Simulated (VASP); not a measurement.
# BP2 (I-42d) in VASP: a series of runs

The runs below take BP2 through single point, with PBE.

Everything below comes from runs of VASP 6.6.1. Logs are shortened: lines on timing, memory, paths and dates and some standing lists are left out, and cuts for length are marked.

**1. The cell of the first run**

Symmetry: I-42d, No. 122, tetragonal system. The conventional cell has a = 4.441 Å, b = 4.441 Å, c = 8.027 Å, α = 90.00°, β = 90.00°, γ = 90.00°. B (site symmetry -4) has 4 P at 1.96 Å within 2.6 Å. Within 2.6 Å of P (site symmetry 2) lie 2 B at 1.96 Å.

**2. Single point, PBE**

File INCAR:

```
ALGO     = Normal         # electronic algorithm
EDIFF    = 1E-6           # SCF threshold, eV
ENCUT    = 520            # plane-wave cutoff, eV
GGA      = PE             # functional
ISIF     = 2              # what is computed and relaxed
ISMEAR   = 0              # smearing method
LASPH    = True           # aspherical terms in the spheres
LCHARG   = False          # write CHGCAR
LREAL    = False          # projectors in reciprocal space
LWAVE    = False          # write WAVECAR
NBANDS   = 22             # bands
NELM     = 100            # most SCF steps
PREC     = Accurate       # precision mode
SIGMA    = 0.1            # smearing width, eV
```

File KPOINTS:

```
k-points
0
Gamma
  6 6 6
```

File POSCAR:

```
BP2
1.0
   -2.2203349016      2.2203349016      4.0135060846
    2.2203349016     -2.2203349016      4.0135060846
    2.2203349016      2.2203349016     -4.0135060846
B P
2 4
Direct
    0.0000000000      0.0000000000      0.0000000000
    0.7500000000      0.2500000000      0.5000000000
    0.3750000000      0.4093875128      0.5343875128
    0.5906124872      0.1250000000     -0.0343875128
    0.8750000000      0.8406124872      0.4656124872
    0.1593875128      0.6250000000      1.0343875128
```

Potentials or basis: VASP PAW PBE potentials, release 64 (B, P).

The run is started by

```console
$ cat potpaw_PBE.64/B/POTCAR potpaw_PBE.64/P/POTCAR > POTCAR
$ mpirun -np 1 vasp_std > vasp.out
```

OUTCAR:

```text
EDIFF = 1E-6
   ENCUT = 520
   GGA = PE
   ISIF = 2
   ISMEAR = 0
   LASPH = True
   LREAL = False
   NELM = 100
   PREC = Accurate

 ion  position               nearest neighbor table
   1  0.000  0.000  0.000-   3 1.96   4 1.96   5 1.96   6 1.96
   2  0.750  0.250  0.500-   6 1.96   5 1.96   4 1.96   3 1.96
   3  0.375  0.409  0.534-   1 1.96   2 1.96   4 2.89   6 2.89   4 2.89   6 2.89   5 2.93   5 2.93

   4  0.591  0.125  0.966-   2 1.96   1 1.96   5 2.89   5 2.89   3 2.89   3 2.89   6 2.93   6 2.93

   5  0.875  0.841  0.466-   1 1.96   2 1.96   4 2.89   4 2.89   6 2.89   6 2.89   3 2.93   3 2.93

   6  0.159  0.625  0.034-   2 1.96   1 1.96   3 2.89   5 2.89   5 2.89   3 2.89   4 2.93   4 2.93

  LATTYP: Found a body centered tetragonal cell.
 ALAT       =     4.4406698032
 C/A-ratio  =     1.8076129334

  Lattice vectors:

 A1 = (  -2.2203349016,   2.2203349016,   4.0135060846)
 A2 = (   2.2203349016,  -2.2203349016,   4.0135060846)
 A3 = (   2.2203349016,   2.2203349016,  -4.0135060846)

Analysis of symmetry for initial positions (statically):
=====================================================================
 Subroutine PRICEL returns:
 Original cell was already a primitive cell.

 Routine SETGRP: Setting up the symmetry group for a
 body centered tetragonal supercell.

 Subroutine GETGRP returns: Found  8 space group operations
 (whereof  4 operations were pure point group operations)
 out of a pool of 16 trial point group operations.

The static configuration has the point symmetry S_4 .
 The point group associated with its full space group is D_2d.

Analysis of symmetry for dynamics (positions and initial velocities):
=====================================================================
 Subroutine PRICEL returns:
 Original cell was already a primitive cell.

 Routine SETGRP: Setting up the symmetry group for a
 body centered tetragonal supercell.

 Subroutine GETGRP returns: Found  8 space group operations
 (whereof  4 operations were pure point group operations)
 out of a pool of 16 trial point group operations.

The dynamic configuration has the point symmetry S_4 .
 The point group associated with its full space group is D_2d.

 Subroutine INISYM returns: Found  8 space group operations
 (whereof  4 operations are pure point group operations),
 and found     1 'primitive' translations

----------------------------------------------------------------------------------------

                                     Primitive cell

  volume of cell :      79.1445

  direct lattice vectors                    reciprocal lattice vectors
    -2.220334902  2.220334902  4.013506085     0.000000000  0.225191254  0.124579355
     2.220334902 -2.220334902  4.013506085     0.225191254  0.000000000  0.124579355
     2.220334902  2.220334902 -4.013506085     0.225191254  0.225191254  0.000000000

  length of vectors
     5.095881204  5.095881204  5.095881204     0.257354068  0.257354068  0.318468525

  position of ions in fractional coordinates (direct lattice)
     0.000000000  0.000000000  0.000000000
     0.750000000  0.250000000  0.500000000
     0.375000000  0.409387513  0.534387513
     0.590612487  0.125000000  0.965612487
     0.875000000  0.840612487  0.465612487
     0.159387513  0.625000000  0.034387513

  ion indices of the primitive-cell ions
   primitive index   ion index
                 1           1
                 2           2
                 3           3
                 4           4
                 5           5
                 6           6

----------------------------------------------------------------------------------------

 KPOINTS: k-points

Automatic generation of k-mesh.
 Grid dimensions read from file:
 generate k-points for:    6    6    6

 Generating k-lattice:

  Cartesian coordinates                     Fractional coordinates (reciprocal lattice)
     0.000000000  0.037531876  0.020763226     0.166666667  0.000000000 -0.000000000
     0.037531876  0.000000000  0.020763226     0.000000000  0.166666667 -0.000000000
     0.037531876  0.037531876  0.000000000     0.000000000  0.000000000  0.166666667

  Length of vectors
     0.042892345  0.042892345  0.053078088

  Shift w.r.t. Gamma in fractional coordinates (k-lattice)
     0.000000000  0.000000000  0.000000000

 Subroutine IBZKPT returns following result:
 ===========================================

 Found     30 irreducible k-points:

 Following reciprocal coordinates:
            Coordinates               Weight
  0.000000  0.000000  0.000000      1.000000
  0.166667 -0.000000  0.000000      8.000000
  0.333333  0.000000  0.000000      8.000000
  0.500000  0.000000  0.000000      4.000000
  0.166667  0.166667  0.000000      8.000000
  0.333333  0.166667  0.000000     16.000000
[... 16 lines left out ...]
 -0.333333 -0.333333  0.166667      8.000000
 -0.166667 -0.333333  0.166667      8.000000
 [... further k-points ...]
   k-points           NKPTS =     30   k-points in BZ     NKDIM =     30   number of bands    NBANDS=     22
   number of dos      NEDOS =    301   number of ions     NIONS =      6
   total plane-waves  NPLWV =  64000
   dimension x,y,z NGX =    40 NGY =   40 NGZ =   40
   dimension x,y,z NGXF=    80 NGYF=   80 NGZF=   80
   ions per type =               2   4
   NGX,Y,Z   is equivalent  to a cutoff of  13.05, 13.05, 13.05 a.u.
   NGXF,Y,Z  is equivalent  to a cutoff of  26.10, 26.10, 26.10 a.u.
 SYSTEM =  unknown system
   PREC   = accura    normal or accurate (medium, high low for compatibility)
   ISTART =      0    job   : 0-new  1-cont  2-samecut
   ICHARG =      2    charge: 1-file 2-atom 10-const
   ISPIN  =      1    spin polarized calculation?
   LNONCOLLINEAR =      F non collinear calculations
   LSORBIT =      F    spin-orbit coupling
   LASPH  =      T    aspherical Exc in radial PAW
   ENCUT  =  520.0 eV  38.22 Ry    6.18 a.u.   9.47  9.47  9.47*2*pi/ulx,y,z
   NELM   =    100;   NELMIN=  2; NELMDL= -5     # of ELM steps
   EDIFF  = 0.1E-05   stopping-criterion for ELM
   LREAL  =      F    real-space projection
   EDIFFG = 0.1E-04   stopping-criterion for IOM
   NSW    =      0    number of steps for IOM
   IBRION =     -1    ionic relax: 0-MD 1-quasi-New 2-CG
   NFREE  =      0    steps in history (QN), initial steepest desc. (CG)
   ISIF   =      2    stress and relaxation
   ISYM   =      2    0-nonsym 1-usesym 2-fastsym
   POTIM  = 0.5000    time-step for ionic-motion
   TEBEG  =    0.0;   TEEND  =   0.0 temperature during run
   PSTRESS=    0.0 pullay stress
   NELECT =      26.0000    total number of electrons
   NUPDOWN=      -1.0000    fix difference up-down
   EMIN   =  10.00;   EMAX   =-10.00  energy-range for DOS
   EFERMI =   0.00;   METHOD = LEGACY
   ISMEAR =     0;   SIGMA  =   0.10  broadening in eV -4-tet -1-fermi 0-gaus
   EFERMI_NEDOS =   21; number of points for ismear=-14 and -15
   IALGO  =     38    algorithm
   IMIX   =      4    mixing-type and parameters
     AMIX     =   0.40;   BMIX     =  1.00
     AMIX_MAG =   1.60;   BMIX_MAG =  1.00
  volume/ion in A,a.u.               =      13.19        89.02
  Fermi-wavevector in a.u.,A,eV,Ry     =   1.129603  2.134639 17.361059  1.276002
  Thomas-Fermi vector in A             =   2.266296
   LORBIT       =      0    0 simple, 1 ext, 2 COOP (PROOUT), +10 PAW based schemes
   GGA     = PE    functional components
   LHFCALC =     F    Hartree Fock is set to
   AEXX    =    0.0000 exact exchange contribution
   IVDW    =     0    specifies the selected vdW correction
   LEPSILON=     F    determine dielectric tensor
   LRPA    =     F    only Hartree local field effects (RPA)
 non-spin polarized calculation
 Gauss-broadening in eV      SIGMA  =   0.10
  energy-cutoff  :      520.00
  volume of cell :       79.14
 maximum number of plane-waves:      2159
 NGX is ok and might be reduce to    40
   NGX = 19   NGY = 19   NGZ = 19

 number of electron      26.0000001 magnetization

 Free energy of the ion-electron system (eV)
  ---------------------------------------------------
  ext. energy  EPLUGINS =         0.00000000
  ---------------------------------------------------
  free energy    TOTEN  =       -32.77916445 eV

  energy without entropy =      -32.76538443  energy(sigma->0) =      -32.77227444

 E-fermi :   7.5399     XC(G=0): -11.0067

 val. band max:        7.4842578776   @ k =   0.5000   0.0000   0.0000
 cond. band min:       7.5544781028   @ k =  -0.3333   0.5000   0.3333
 fundamental gap:      0.0702202252
 Fermi energy:         7.5399203911

 k-point     1 :       0.0000    0.0000    0.0000
  band No.  band energies     occupation
      1      -7.6585      2.00000
      2      -1.8435      2.00000
      3      -1.8435      2.00000
      4      -1.1034      2.00000
      5      -0.0591      2.00000
      6       1.6169      2.00000
[... 14 lines left out ...]
     21      13.4885      0.00000
     22      17.4477      0.00000

 k-point     2 :       0.1667   -0.0000    0.0000
  band No.  band energies     occupation
      1      -7.4238      2.00000
      2      -2.5276      2.00000
      3      -2.1260      2.00000
      4      -1.5410      2.00000
      5       0.4607      2.00000
      6       1.5228      2.00000
[... 14 lines left out ...]
     21      14.6362      0.00000
     22      15.2861      0.00000

 k-point     3 :       0.3333    0.0000    0.0000
  band No.  band energies     occupation
      1      -6.7318      2.00000
      2      -4.0606      2.00000
      3      -2.4602      2.00000
      4      -2.0314      2.00000
      5       0.6875      2.00000
      6       2.0220      2.00000
[... 14 lines left out ...]
     21      14.8803      0.00000
     22      15.7643      0.00000
[... 476 lines left out ...]
 k-point    23 :      -0.3333   -0.3333    0.1667
  band No.  band energies     occupation
      1      -6.4362      2.00000
      2      -4.0270      2.00000
      3      -3.0444      2.00000
      4      -2.9828      2.00000
      5       1.4352      2.00000
      6       1.5531      2.00000
[... 14 lines left out ...]
     21      13.4470      0.00000
     22      14.6422      0.00000

 k-point    24 :      -0.1667   -0.3333    0.1667
  band No.  band energies     occupation
      1      -6.9864      2.00000
      2      -3.3776      2.00000
      3      -2.8865      2.00000
      4      -2.0936      2.00000
      5       0.7155      2.00000
      6       1.5426      2.00000
[... 14 lines left out ...]
     21      13.8749      0.00000
     22      14.7876      0.00000

 [... further k-points ...]
[... 5 lines left out ...]
  --------------------------------------------------------------------------------------
  -------------------------------------------------------------------------------------
  Total       -0.0877192     -0.0877192     -0.1025378      0.0000000      0.0000000      0.0000000
  in kB       -1.7757605     -1.7757605     -2.0757431      0.0000000      0.0000000      0.0000000
  external PRESSURE =      -1.8757547 kB  Pullay stress =       0.0000000 kB

 VOLUME and BASIS-vectors are now :
 -----------------------------------------------------------------------------
  energy-cutoff  :      520.00
  volume of cell :       79.14
      direct lattice vectors                 reciprocal lattice vectors
    -2.220334902  2.220334902  4.013506085     0.000000000  0.225191254  0.124579355
     2.220334902 -2.220334902  4.013506085     0.225191254  0.000000000  0.124579355
     2.220334902  2.220334902 -4.013506085     0.225191254  0.225191254  0.000000000

 POSITION                                       TOTAL-FORCE (eV/Angst)
 -----------------------------------------------------------------------------------
      0.00000      0.00000      0.00000         0.000000     -0.000000      0.000000
     -0.00000      2.22033      2.00675         0.000000     -0.000000     -0.000000
      1.26287      1.11017      1.00338        -0.011711     -0.000000     -0.000000
      1.11017      3.17780     -1.00338         0.000000      0.011711      0.000000
      0.95746      1.11017      5.01688         0.011711     -0.000000      0.000000
      1.11017     -0.95746      3.01013         0.000000     -0.011711     -0.000000
 -----------------------------------------------------------------------------------
    total drift:                               -0.000000     -0.000000     -0.000000

  FREE ENERGIE OF THE ION-ELECTRON SYSTEM (eV)
  ---------------------------------------------------
  free  energy   TOTEN  =       -32.7791644539 eV

  energy  without entropy=      -32.7653844329  energy(sigma->0) =      -32.77227444
```

Run time: 24 s. Hardware: 1 thread of Intel Xeon 6975P-C (Granite Rapids), shared host; peak memory 0.23 GiB.

What came out:

```
Free energy            : -32.7792 eV
Pressure               : -0.2 GPa
Largest force          : 0.012 eV/Å
Band gap on the k mesh : zero (band 13 reaches 8.40 eV, above the bottom of band 14 at 7.09 eV)
```

Forces in eV/Å, atoms in the order of the input:
```
B    0.000  0.000  0.000
B    0.000  0.000  0.000
P   -0.012  0.000  0.000
P    0.000  0.012  0.000
P    0.012  0.000  0.000
P    0.000 -0.012  0.000
```

**3. Single point, PBE**

This run uses another cell than the first one, of 15.62 Å³/atom, 1.184 times its volume.

File INCAR:

```
SYSTEM = BP2
PREC = Accurate
ENCUT = 520
EDIFF = 1E-7
ISMEAR = 0
SIGMA = 0.1
LREAL = .False.
LASPH = .True.
NELM = 80
ALGO = Normal
ISIF = 2
LWAVE = .False.
LCHARG = .False.
GGA = PE
NBANDS = 22
```

File KPOINTS:

```
regular mesh
0
Gamma
  6 6 6
  0 0 0
```

File POSCAR:

```
BP2
1.0
   -2.4423495213      2.4423495213      3.9284876617
    2.4423495213     -2.4423495213      3.9284876617
    2.4423495213      2.4423495213     -3.9284876617
B P
2 4
Direct
    0.0000000000      0.0000000000      0.0000000000
    0.7500000000      0.2500000000      0.5000000000
    0.3750000000      0.3522000000      0.4772000000
    0.6478000000      0.1250000000      0.0228000000
    0.8750000000      0.8978000000      0.5228000000
    0.1022000000      0.6250000000      0.9772000000
```

Potentials or basis: VASP PAW PBE potentials, release 64 (B, P).

The run is started by

```console
$ cat potpaw_PBE.64/B/POTCAR potpaw_PBE.64/P/POTCAR > POTCAR
$ mpirun -np 1 vasp_std > vasp.out
```

Wall time 30 s (1 thread of Intel Xeon 6975P-C (Granite Rapids), shared host); peak memory 0.24 GiB.

Results (log left out):

| Property | Result |
| --- | --- |
| Free energy | -32.0540 eV |
| Pressure | -0.4 GPa |
| Largest force | 0.996 eV/Å |
| Band gap on the k mesh | zero (band 13 reaches 5.95 eV, above the bottom of band 14 at 4.85 eV) |

Forces on the atoms (eV/Å):
```
B    0.000  0.000  0.000
B    0.000  0.000  0.000
P    0.996  0.000  0.000
P    0.000 -0.996  0.000
P   -0.996  0.000  0.000
P    0.000  0.996  0.000
```

Stress tensor (GPa, compression positive):
```
-1.87  0.00  0.00
 0.00 -1.87  0.00
 0.00  0.00  2.61
```

Levels at points of the mesh, in eV from the Fermi level:
```tsv
k point	band 11	band 12	band 13	band 14	band 15	band 16
(0.00, 0.00, 0.00)	-2.51	-1.65	-1.65	1.89	1.89	2.22
(0.50, 0.00, 0.00)	-2.32	-2.08	-0.17	-0.02	0.90	1.27
(0.50, 0.50, 0.00)	-1.04	-1.04	0.29	0.29	1.35	1.35
(0.50, 0.50, 0.50)	-1.16	-1.16	-0.67	-0.67	0.78	0.78
```
